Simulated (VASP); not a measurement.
Here is a VASP 6.6.1 calculation.

INCAR

```
SYSTEM = AlRu
  PREC = Accurate
  ENCUT = 520
  EDIFF = 1E-6
  ISMEAR = -1
  SIGMA = 0.08
  LREAL = .FALSE.
  LASPH = .TRUE.
  NELM = 100
  ALGO = Normal
  ISIF = 2
  LWAVE = .FALSE.
  LCHARG = .FALSE.
  GGA = PE
  NBANDS = 16
```

The input KPOINTS:

```
regular mesh
0
G
  15 15 13
  0 0 0
```

The input POSCAR:

```
AlRu
1.0
    2.5912523234      0.0000000000      0.0000000000
   -1.2956261617      2.2440903397      0.0000000000
    0.0000000000      0.0000000000      3.5990953930
Ru Al
1 1
Direct
    0.0000000000      0.0000000000      0.0000000000
    0.3333333333      0.6666666667      0.5000000000
```

Potentials or basis: VASP PAW PBE potentials, release 64 (Ru_pv, Al).

Run with:

```console
$ cat potpaw_PBE.64/Ru_pv/POTCAR potpaw_PBE.64/Al/POTCAR > POTCAR
$ mpirun -np 1 vasp_std > vasp.out
```

Estimate the pressure.

110.4 GPa.
